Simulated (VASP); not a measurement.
# HfB: single point with LDA

The system is HfB.

```
CELL_PARAMETERS angstrom
-0.50061 2.08875 2.08875
2.08875 -0.50061 2.08875
2.08875 2.08875 -0.50061
ATOMIC_POSITIONS crystal
Hf 0.50000 0.50000 0.50000
B 0.00000 0.00000 0.00000
```

This cell differs from its parent crystal: ratio of the length along [111] to the lengths across it x 0.71, volume and fractional coordinates fixed.

```
Program                : VASP 6.6.1
Task                   : single point
Functional             : LDA
Potentials or basis    : VASP PAW LDA potentials, release 64 (Hf_pv, B)
Cutoff                 : 520 eV
k mesh                 : 20 × 20 × 20
Occupations            : gaussian, width 0.15 eV
Spin                   : no spin polarisation
Dipole correction      : no
Further INCAR settings : ALGO = Normal; EDIFF = 1e-06; NBANDS = 14
```

```yaml
Pressure: 17.1 GPa
```

Stress tensor (GPa, compression positive):
```
17.09  5.08  5.08
 5.08 17.09  5.08
 5.08  5.08 17.09
```

Levels at points of the mesh, in eV from the Fermi level:
| k point | band 5 | band 6 | band 7 | band 8 | band 9 | band 10 |
| --- | --- | --- | --- | --- | --- | --- |
| (0.00, 0.00, 0.00) | -0.53 | -0.53 | 3.04 | 3.04 | 3.96 | 4.66 |
| (0.50, 0.00, 0.00) | -5.29 | -2.22 | 1.02 | 2.53 | 3.92 | 9.16 |
| (0.50, 0.50, 0.00) | -1.72 | -1.54 | 0.23 | 3.59 | 4.37 | 4.43 |
| (0.50, 0.50, 0.50) | -3.81 | -3.81 | -2.63 | 6.48 | 8.11 | 8.11 |

Run time: 3.7 min on 1 thread of Intel(R) Xeon(R) Platinum 8259CL CPU @ 2.50GHz (Skylake/Cascade Lake), with other jobs on the host, peak memory 0.36 GiB.

Caveat: spin-orbit coupling is left out, which moves the levels of the heavy elements.
